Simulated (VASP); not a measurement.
MgO: single point with PBE

The system is MgO.

```xyz
2
Lattice="0.0000 2.1944 2.1944 2.1944 0.0000 2.1944 2.1944 2.1944 0.0000" Properties=species:S:1:pos:R:3 pbc="T T T"
Mg    0.0000    0.0000    0.0000
O     2.1944    2.1944    2.1944
```

* Program: VASP 6.6.1
* Task: single point
* Functional: PBE
* Potentials or basis: VASP PAW PBE potentials, release 64 (Mg, O)
* Cutoff: 600 eV
* k mesh: 7 × 7 × 7
* Occupations: tetrahedron
* Spin: no spin polarisation

| Item | Value |
| --- | --- |
| Pressure | -12.5 GPa |
| Band gap on the k mesh | 3.62 eV, direct |

Levels at points of the mesh, in eV from the valence-band top:
```
           k point  band 1  band 2  band 3  band 4  band 5  band 6  band 7  band 8  band 9
(0.00, 0.00, 0.00)  -16.68    0.00    0.00    0.00    3.62   15.10   15.10   15.10   18.70
```

Wall time 14 s on 1 thread of Intel Xeon 8259CL, with other jobs on the host, peak memory 0.15 GiB.
